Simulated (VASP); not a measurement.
Crystal: PtS2.

```
Pt S
1.0
     3.55262    0.00000    0.00000
    -1.77631    3.07666    0.00000
     0.00000    0.00000    5.12283
Pt S
1 2
Direct
  0.00000 0.00000 0.00000
  0.33333 0.66667 0.23925
  0.66667 0.33333 0.76075
```

Base run:

```yaml
Program: VASP 6.6.1
Functional: PBEsol
Potentials_or_basis: VASP PAW PBE potentials, release 64 (Pt, S)
Cutoff: 520 eV
k_mesh: 6 × 6 × 4, shifted
Occupations: gaussian, width 0.01 eV
Spin: no spin polarisation
```

Its results: band gap on the k mesh 0.88 eV (least direct gap 1.40 eV); pressure -1.6 GPa; largest force 0.230 eV/Å.

Task: The run is repeated on the same cell with these changes: k mesh from 6 × 6 × 4, shifted to 2 × 2 × 2, through Γ. What comes out?

Result: Band gap on the k mesh 1.46 eV (least direct gap 2.05 eV); pressure -5.1 GPa; largest force 1.775 eV/Å.

Caveats: some runs use coarse meshes; the PAW data sets were made with another functional, which shifts forces and pressure a little; spin-orbit coupling is left out, which moves the levels of the heavy elements; a shifted mesh leaves out Γ, where band edges can lie (at least some runs).

A k mesh can miss the band edges.
